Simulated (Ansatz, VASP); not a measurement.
# Ta in VASP and in Ansatz

```xyz
1
Lattice="-1.6458 1.6458 1.6458 1.6458 -1.6458 1.6458 1.6458 1.6458 -1.6458" Properties=species:S:1:pos:R:3 pbc="T T T"
Ta    0.0000    0.0000    0.0000
```

Change from the starting cell: volume scaled by 0.99.

Alike in both runs: task single point; functional PBEsol; k mesh 17 × 17 × 17; occupations fermi-dirac, width 0.08 eV; no spin polarisation.

|  | VASP | Ansatz |
| --- | --- | --- |
| version | VASP 6.6.1 | Ansatz 0.2.0 |
| potentials or method | VASP PAW PBE potentials, release 64 (Ta_pv), cutoff 520 eV | all-electron LAPW, scalar-relativistic |

Ansatz gave:

| Quantity | Value |
| --- | --- |
| pressure (GPa) | -1.9 |

Q: Estimate VASP's values.

A: Pressure (GPa): -1.6.

VASP's potentials were made for PBE, not for PBEsol. Ansatz ran all-electron here, and VASP with PAW potentials.

Neither program's run includes spin-orbit coupling.
